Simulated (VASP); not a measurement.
# LiF (Griceite) (Fm-3m) in VASP: further runs

The runs below take LiF (Griceite) through single point, with revPBE, PBE-based screened hybrid.

Program: VASP 6.6.1. These are calculated values, not measurements. Logs are shortened: lines on timing, memory, paths and dates and some standing lists are left out, and cuts for length are marked.

**1. The cell of the first run**

The structure is cubic, space group Fm-3m (No. 225). Conventional cell: a = 4.028 Å, b = 4.028 Å, c = 4.028 Å, α = 90.00°, β = 90.00°, γ = 90.00°. Within 2.7 Å of F (site symmetry m-3m) lie 6 Li at 2.01 Å. Li (site symmetry m-3m) has 6 F at 2.01 Å within 2.7 Å.

**2. Single point, revPBE, non-collinear spin, typed start**

The input, INCAR:

```
ALGO = Normal ; EDIFF = 1E-7
ENCUT = 520 ; GGA = RE
ISIF = 2 ; ISMEAR = -5
LASPH = True ; LCHARG = False
LNONCOLLINEAR = True ; LORBIT = 11
LREAL = False ; LWAVE = False
MAGMOM = 0.289 0.289 0.289 0 0 0 ; NBANDS = 22
NELM = 150 ; PREC = Accurate
SIGMA = 0.05
```

The input, KPOINTS:

```
k-points
0
Gamma
  11 11 11
```

The input, POSCAR:

```
LiF
1.0
    0.0000000000      2.0140000000      2.0140000000
    2.0140000000      0.0000000000      2.0140000000
    2.0140000000      2.0140000000      0.0000000000
F Li
1 1
Direct
    0.5000000000      0.5000000000      0.5000000000
    0.0000000000      0.0000000000      0.0000000000
```

Potentials or basis: VASP PAW PBE potentials, release 64 (F, Li_sv).

Started as:

```console
cat potpaw_PBE.64/F/POTCAR potpaw_PBE.64/Li_sv/POTCAR > POTCAR
mpirun -np 1 vasp_ncl > vasp.out
```

OUTCAR:

```text
EDIFF = 1E-7
   ENCUT = 520
   GGA = RE
   ISIF = 2
   ISMEAR = -5
   LASPH = True
   LNONCOLLINEAR = True
   LORBIT = 11
   LREAL = False
   NELM = 150
   PREC = Accurate

 ion  position               nearest neighbor table
   1  0.500  0.500  0.500-   2 2.01   2 2.01   2 2.01   2 2.01   2 2.01   2 2.01
   2  0.000  0.000  0.000-   1 2.01   1 2.01   1 2.01   1 2.01   1 2.01   1 2.01

  LATTYP: Found a face centered cubic cell.
 ALAT       =     4.0280000000

  Lattice vectors:

 A1 = (   0.0000000000,   2.0140000000,   2.0140000000)
 A2 = (   2.0140000000,   0.0000000000,   2.0140000000)
 A3 = (   2.0140000000,   2.0140000000,   0.0000000000)

Analysis of symmetry for initial positions (statically):
=====================================================================
 Subroutine PRICEL returns:
 Original cell was already a primitive cell.

 Routine SETGRP: Setting up the symmetry group for a
 face centered cubic supercell.

 Subroutine GETGRP returns: Found 48 space group operations
 (whereof 48 operations were pure point group operations)
 out of a pool of 48 trial point group operations.

The static configuration has the point symmetry O_h .

Analysis of symmetry for dynamics (positions and initial velocities):
=====================================================================
 Subroutine PRICEL returns:
 Original cell was already a primitive cell.

 Routine SETGRP: Setting up the symmetry group for a
 face centered cubic supercell.

 Subroutine GETGRP returns: Found 48 space group operations
 (whereof 48 operations were pure point group operations)
 out of a pool of 48 trial point group operations.

The dynamic configuration has the point symmetry O_h .

Analysis of structural, dynamic, and magnetic symmetry:
=====================================================================
 Subroutine PRICEL returns:
 Original cell was already a primitive cell.

 Routine SETGRP: Setting up the symmetry group for a
 face centered cubic supercell.

 Subroutine GETGRP returns: Found  6 space group operations
 (whereof  6 operations were pure point group operations)
 out of a pool of 48 trial point group operations.

The overall configuration has the point symmetry S_6 .

 Subroutine INISYM returns: Found  6 space group operations
 (whereof  6 operations are pure point group operations),
 and found     1 'primitive' translations

----------------------------------------------------------------------------------------

                                     Primitive cell

  volume of cell :      16.3384

  direct lattice vectors                    reciprocal lattice vectors
     0.000000000  2.014000000  2.014000000    -0.248262165  0.248262165  0.248262165
     2.014000000  0.000000000  2.014000000     0.248262165 -0.248262165  0.248262165
     2.014000000  2.014000000  0.000000000     0.248262165  0.248262165 -0.248262165

  length of vectors
     2.848226115  2.848226115  2.848226115     0.430002683  0.430002683  0.430002683

  position of ions in fractional coordinates (direct lattice)
     0.500000000  0.500000000  0.500000000
     0.000000000  0.000000000  0.000000000

  ion indices of the primitive-cell ions
   primitive index   ion index
                 1           1
                 2           2

----------------------------------------------------------------------------------------

 KPOINTS: k-points

Automatic generation of k-mesh.
 Grid dimensions read from file:
 generate k-points for:   11   11   11

 Generating k-lattice:

  Cartesian coordinates                     Fractional coordinates (reciprocal lattice)
    -0.022569288  0.022569288  0.022569288     0.090909091  0.000000000  0.000000000
     0.022569288 -0.022569288  0.022569288     0.000000000  0.090909091  0.000000000
     0.022569288  0.022569288 -0.022569288     0.000000000  0.000000000  0.090909091

  Length of vectors
     0.039091153  0.039091153  0.039091153

  Shift w.r.t. Gamma in fractional coordinates (k-lattice)
     0.000000000  0.000000000  0.000000000

 TETIRR: Found   1310 inequivalent tetrahedra from     7986

 Subroutine IBZKPT returns following result:
 ===========================================

 Found    226 irreducible k-points:

 Following reciprocal coordinates:
            Coordinates               Weight
  0.000000  0.000000  0.000000      1.000000
  0.090909  0.000000  0.000000      6.000000
  0.090909  0.090909  0.090909      2.000000
  0.181818  0.000000  0.000000      6.000000
  0.181818  0.181818  0.181818      2.000000
  0.272727  0.000000  0.000000      6.000000
[... 16 lines left out ...]
  0.363636  0.272727  0.363636      6.000000
  0.090909  0.363636  0.000000      6.000000
 [... further k-points ...]
   k-points           NKPTS =    226   k-points in BZ     NKDIM =    226   number of bands    NBANDS=     22
   number of dos      NEDOS =    301   number of ions     NIONS =      2
   total plane-waves  NPLWV =  13824
   dimension x,y,z NGX =    24 NGY =   24 NGZ =   24
   dimension x,y,z NGXF=    48 NGYF=   48 NGZF=   48
   ions per type =               1   1
   NGX,Y,Z   is equivalent  to a cutoff of  14.01, 14.01, 14.01 a.u.
   NGXF,Y,Z  is equivalent  to a cutoff of  28.02, 28.02, 28.02 a.u.
 SYSTEM =  unknown system
   PREC   = accura    normal or accurate (medium, high low for compatibility)
   ISTART =      0    job   : 0-new  1-cont  2-samecut
   ICHARG =      2    charge: 1-file 2-atom 10-const
   ISPIN  =      1    spin polarized calculation?
   LNONCOLLINEAR =      T non collinear calculations
   LSORBIT =      F    spin-orbit coupling
   LASPH  =      T    aspherical Exc in radial PAW
   ENCUT  =  520.0 eV  38.22 Ry    6.18 a.u.   5.30  5.30  5.30*2*pi/ulx,y,z
   NELM   =    150;   NELMIN=  2; NELMDL= -5     # of ELM steps
   EDIFF  = 0.1E-06   stopping-criterion for ELM
   LREAL  =      F    real-space projection
   EDIFFG = 0.1E-05   stopping-criterion for IOM
   NSW    =      0    number of steps for IOM
   IBRION =     -1    ionic relax: 0-MD 1-quasi-New 2-CG
   NFREE  =      0    steps in history (QN), initial steepest desc. (CG)
   ISIF   =      2    stress and relaxation
   ISYM   =      2    0-nonsym 1-usesym 2-fastsym
   POTIM  = 0.5000    time-step for ionic-motion
   TEBEG  =    0.0;   TEEND  =   0.0 temperature during run
   PSTRESS=    0.0 pullay stress
   NELECT =      10.0000    total number of electrons
   NUPDOWN=      -1.0000    fix difference up-down
   EMIN   =  10.00;   EMAX   =-10.00  energy-range for DOS
   EFERMI =   0.00;   METHOD = LEGACY
   ISMEAR =    -5;   SIGMA  =   0.05  broadening in eV -4-tet -1-fermi 0-gaus
   EFERMI_NEDOS =   21; number of points for ismear=-14 and -15
   IALGO  =     38    algorithm
   IMIX   =      4    mixing-type and parameters
     AMIX     =   0.40;   BMIX     =  1.00
     AMIX_MAG =   1.60;   BMIX_MAG =  1.00
  volume/ion in A,a.u.               =       8.17        55.13
  Fermi-wavevector in a.u.,A,eV,Ry     =   1.389970  2.626662 26.286674  1.932016
  Thomas-Fermi vector in A             =   2.513950
   LORBIT       =     11    0 simple, 1 ext, 2 COOP (PROOUT), +10 PAW based schemes
   GGA     = RE    functional components
   LHFCALC =     F    Hartree Fock is set to
   AEXX    =    0.0000 exact exchange contribution
   IVDW    =     0    specifies the selected vdW correction
   LEPSILON=     F    determine dielectric tensor
   LRPA    =     F    only Hartree local field effects (RPA)
 Fermi weights with tetrahedron method with Bloechl corrections
  energy-cutoff  :      520.00
  volume of cell :       16.34
 maximum number of plane-waves:       918
 NGX is ok and might be reduce to    24
   NGX = 11   NGY = 11   NGZ = 11

 number of electron      10.0000000 magnetization       0.2890000      0.2890000      0.2890000

 number of electron       9.9999992 magnetization       0.0000335      0.0000335      0.0000335

 number of electron       9.9999992 magnetization      -0.0000253     -0.0000253     -0.0000253

 Free energy of the ion-electron system (eV)
  ---------------------------------------------------
  ext. energy  EPLUGINS =         0.00000000
  ---------------------------------------------------
  free energy    TOTEN  =        -9.19675921 eV

  energy without entropy =       -9.19675921  energy(sigma->0) =       -9.19675921

 E-fermi :  -0.7930     XC(G=0):  -9.6598

 val. band max:       -0.8592563569   @ k =   0.0000   0.0000   0.0000
 cond. band min:       8.4276258247   @ k =   0.0000   0.0000   0.0000
 fundamental gap:      9.2868821816
 Fermi energy:        -0.7929971860

 k-point     1 :       0.0000    0.0000    0.0000
  band No.  band energies     occupation
      1     -42.0092      1.00000
      2     -42.0092      1.00000
      3     -20.9170      1.00000
      4     -20.9170      1.00000
      5      -0.8593      1.00000
      6      -0.8593      1.00000
[... 14 lines left out ...]
     21      23.6506      0.00000
     22      23.6506      0.00000

 k-point     2 :       0.0909    0.0000    0.0000
  band No.  band energies     occupation
      1     -42.0046      1.00000
      2     -42.0046      1.00000
      3     -20.8842      1.00000
      4     -20.8841      1.00000
      5      -1.0956      1.00000
      6      -1.0956      1.00000
[... 542 lines left out ...]
 k-point    24 :       0.0909    0.3636    0.0000
  band No.  band energies     occupation
      1     -41.9650      1.00000
      2     -41.9650      1.00000
      3     -20.5731      1.00000
      4     -20.5731      1.00000
      5      -2.7925      1.00000
      6      -2.7925      1.00000
[... 14 lines left out ...]
     21      29.5661      0.00000
     22      29.5821      0.00000

 [... further k-points ...]
[... 5 lines left out ...]
  --------------------------------------------------------------------------------------
  -------------------------------------------------------------------------------------
  Total        0.5504759      0.5504759      0.5504759      0.0000487      0.0000487      0.0000487
  in kB       53.9809456     53.9809456     53.9809456      0.0047729      0.0047729      0.0047729
  external PRESSURE =      53.9809456 kB  Pullay stress =       0.0000000 kB

 VOLUME and BASIS-vectors are now :
 -----------------------------------------------------------------------------
  energy-cutoff  :      520.00
  volume of cell :       16.34
      direct lattice vectors                 reciprocal lattice vectors
     0.000000000  2.014000000  2.014000000    -0.248262165  0.248262165  0.248262165
     2.014000000  0.000000000  2.014000000     0.248262165 -0.248262165  0.248262165
     2.014000000  2.014000000  0.000000000     0.248262165  0.248262165 -0.248262165

 POSITION                                       TOTAL-FORCE (eV/Angst)
 -----------------------------------------------------------------------------------
      2.01400      2.01400      2.01400        -0.000000     -0.000000      0.000000
      0.00000      0.00000      0.00000         0.000000      0.000000      0.000000
 -----------------------------------------------------------------------------------
    total drift:                               -0.000000     -0.000000     -0.000000

  FREE ENERGIE OF THE ION-ELECTRON SYSTEM (eV)
  ---------------------------------------------------
  free  energy   TOTEN  =        -9.1967592069 eV

  energy  without entropy=       -9.1967592069  energy(sigma->0) =       -9.19675921

 total charge

# of ion       s       p       d       tot
------------------------------------------
    1        1.732   4.424   0.000   6.156
    2        2.016   0.044   0.000   2.060
--------------------------------------------------
tot          3.748   4.468   0.000   8.216

 magnetization (x)

# of ion       s       p       d       tot
------------------------------------------
    1        0.000  -0.000   0.000   0.000
    2       -0.000  -0.000   0.000  -0.000
--------------------------------------------------
tot          0.000  -0.000   0.000   0.000

 magnetization (y)

# of ion       s       p       d       tot
------------------------------------------
    1        0.000  -0.000   0.000   0.000
    2       -0.000  -0.000   0.000  -0.000
--------------------------------------------------
tot          0.000  -0.000   0.000   0.000

 magnetization (z)

# of ion       s       p       d       tot
------------------------------------------
    1        0.000  -0.000   0.000   0.000
    2       -0.000  -0.000   0.000  -0.000
--------------------------------------------------
tot          0.000  -0.000   0.000   0.000
```

It took 2.6 min on 1 thread of Intel Xeon Platinum 8375C at 2.90GHz (Ice Lake), shared host; peak memory 0.27 GiB.

What came out:

```yaml
Free_energy: -9.1968 eV
Band_gap_on_the_k_mesh: 9.29 eV, direct
Net_moment: 0.00 μB per cell
Valence_electrons_inside_the_program's_atomic_spheres: F 6.16; Li 2.06
```

Moments on the atoms (μB; x, y, z):
```
F   0.00 0.00 0.00
Li  0.00 0.00 0.00
```

Caveat: the cutoff is under 1.25 times the usual one of these potentials, so pressure, stress and relaxed cells hold a basis-set (Pulay) error; the PAW data sets were made with another functional, which shifts forces and pressure a little. A k mesh can miss the band edges.

**3. Single point, PBE-based screened hybrid**

POSCAR is that of step 2.

The input, INCAR.step1:

```
SYSTEM = LiF
PREC = Accurate ; ENCUT = 520
EDIFF = 1E-5 ; ISMEAR = -1
SIGMA = 0.05 ; LREAL = .False.
LASPH = .True. ; NELM = 80
ALGO = Normal ; ISIF = 2
LWAVE = .True. ; NBANDS = 12
GGA = PE
```

The input, INCAR.step2:

```
SYSTEM = LiF
PREC = Accurate ; ENCUT = 520
EDIFF = 1E-6 ; ISMEAR = -1
SIGMA = 0.05 ; LREAL = .False.
LASPH = .True. ; NELM = 80
ALGO = Normal ; ISIF = 2
LWAVE = .False. ; LCHARG = .True.
GGA = PE ; LHFCALC = .True.
AEXX = 0.25 ; HFSCREEN = 0.3
PRECFOCK = Normal ; LELF = .True.
LVHAR = .True. ; NBANDS = 12
ISTART = 1
```

The input, KPOINTS:

```
Automatic mesh
0
Gamma
  6 6 6
  0 0 0
```

Potentials or basis: VASP PAW PBE potentials, release 64 (F, Li_sv).

Started as:

```console
cat potpaw_PBE.64/F/POTCAR potpaw_PBE.64/Li_sv/POTCAR > POTCAR
cp INCAR.step1 INCAR
mpirun -np 1 vasp_std > vasp.out
cp INCAR.step2 INCAR
mpirun -np 1 vasp_std > vasp.out
```

Wall time 2.1 min (1 thread of Intel Xeon Platinum 8375C at 2.90GHz (Ice Lake), shared host); peak memory 0.23 GiB.

The run converged. Its results:

```yaml
Free_energy: -11.1987 eV
Band_gap_on_the_k_mesh: 11.10 eV, direct
```

Levels at points of the mesh, in eV from the valence-band top:
```
           k point  band 3  band 4  band 5  band 6  band 7  band 8
(0.00, 0.00, 0.00)    0.00    0.00    0.00   11.10   26.28   26.28
(0.50, 0.00, 0.00)   -2.64   -0.25   -0.25   12.81   19.08   21.08
(0.50, 0.50, 0.00)   -3.10   -1.05   -1.05   17.08   18.47   19.68
```

Caveat: the k points lie up to 0.45 Å⁻¹ apart; the cutoff is under 1.25 times the usual one of these potentials, so pressure, stress and relaxed cells hold a basis-set (Pulay) error; the PAW data sets were made with another functional, which shifts forces and pressure a little.
